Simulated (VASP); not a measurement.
**InP: single point with LDA**

InP:

```
In P
1.0
     0.00000    2.75025    2.75025
     2.75025    0.00000    2.75025
     2.75025    2.75025    0.00000
In P
1 1
Cartesian
  0.0000 0.0000 0.0000
  2.7503 2.7503 2.7503
```

```
Program             : VASP 6.6.1
Task                : single point
Functional          : LDA
Potentials or basis : VASP PAW LDA potentials, release 64 (In_d, P)
Cutoff              : 520 eV
k mesh              : 8 × 8 × 8
Occupations         : fermi-dirac, width 0.05 eV
Spin                : no spin polarisation
```

```
Pressure               : -3.7 GPa
Band gap on the k mesh : zero (band 9 reaches 7.43 eV, above the bottom of band 10 at 4.70 eV)
```

Levels at points of the mesh, in eV from the Fermi level:
```
           k point  band 7  band 8  band 9  band 10  band 11  band 12
(0.00, 0.00, 0.00)   -0.36   -0.36   -0.36     0.45     7.05     7.05
(0.50, 0.00, 0.00)   -6.89    0.11    0.11     2.33     3.23     3.23
(0.50, 0.50, 0.00)   -5.17   -2.71   -2.48    -2.48     3.71     9.79
```

Run time: 26 s on 1 thread of Intel(R) Xeon(R) Platinum 8488C (Sapphire Rapids), on a shared host, peak memory 0.15 GiB.

Caveat: spin-orbit coupling is left out, which moves the levels of the heavy elements.
